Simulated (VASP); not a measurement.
HgSe: single point with HSE06

The system is HgSe.

```
CELL_PARAMETERS angstrom
0.00000 3.09267 3.09267
3.09267 0.00000 3.09267
3.09267 3.09267 0.00000
ATOMIC_POSITIONS crystal
Hg 0.00000 0.00000 0.00000
Se 0.25000 0.25000 0.25000
```

* Program: VASP 6.6.1
* Task: single point
* Functional: HSE06
* Potentials or basis: VASP PAW PBE potentials, release 64 (Hg, Se)
* Cutoff: 400 eV
* k mesh: 4 × 4 × 4
* Occupations: methfessel-paxton, width 0.2 eV
* Spin: no spin polarisation

The pressure is 0.3 GPa. The band gap on the k mesh is zero (filled and empty bands touch).

Levels at points of the mesh, in eV from the Fermi level:
```
           k point  band 6  band 7  band 8  band 9  band 10  band 11  band 12  band 13
(0.00, 0.00, 0.00)   -7.28   -0.31   -0.04   -0.04    -0.04     6.44     6.44     6.44
(0.50, 0.00, 0.00)   -6.96   -5.55   -1.00   -1.00     1.89     7.18     7.18     7.88
(0.50, 0.50, 0.00)   -6.91   -5.26   -2.30   -2.30     3.57     3.81     9.39    10.84
```

Wall time 15 min on 1 thread of Intel Xeon 8259CL, with other jobs on the host, peak memory 0.27 GiB.

Caveat: the k points lie up to 0.44 Å⁻¹ apart; the PAW data sets were made with another functional, which shifts forces and pressure a little; spin-orbit coupling is left out, which moves the levels of the heavy elements.
